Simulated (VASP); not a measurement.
A run of VASP 6.6.1:

Contents of POSCAR:

```
AlRu
1.0
    2.9826244058      0.0000000000      0.0000000000
    0.0000000000      3.1168425041      0.0000000000
    0.0000000000      0.0000000000      2.9826244058
Al Ru
1 1
Direct
    0.0000000000      0.0000000000      0.0000000000
    0.5000000000      0.5000000000      0.5000000000
```

File INCAR.step1:

```
PREC = Accurate ; ENCUT = 520
ISMEAR = 0 ; SIGMA = 0.15
LREAL = False ; LASPH = True
NELM = 60 ; NBANDS = 16
GGA = PE ; ALGO = Normal
EDIFF = 1E-4 ; LWAVE = True
LCHARG = False
```

The input INCAR.step2:

```
PREC = Accurate ; ENCUT = 520
EDIFF = 1E-6 ; ISMEAR = 0
SIGMA = 0.15 ; LREAL = False
LASPH = True ; NELM = 60
ALGO = Normal ; ISIF = 2
LWAVE = False ; LCHARG = True
METAGGA = R2SCAN ; LMIXTAU = True
LELF = True ; LVHAR = True
NBANDS = 16 ; ISTART = 1
```

KPOINTS

```
regular mesh
0
Gamma
  20 20 20
```

Potentials or basis: VASP PAW PBE potentials, release 64 (Al, Ru_pv).

Command:

```bash
$ cat potpaw_PBE.64/Al/POTCAR potpaw_PBE.64/Ru_pv/POTCAR > POTCAR
$ cp INCAR.step1 INCAR
$ mpirun -np 1 vasp_std > vasp.out
$ cp INCAR.step2 INCAR
$ mpirun -np 1 vasp_std > vasp.out
```

Hardware: 1 thread of Oxide Virtual Turin-like Processor, with other jobs on the host.

**Question.** How long does it take, and how much memory?

**Answer.** Wall time 15 min on 1 thread of Oxide Virtual Turin-like Processor, on a shared host, peak memory 0.37 GiB. Counts: k points 726.
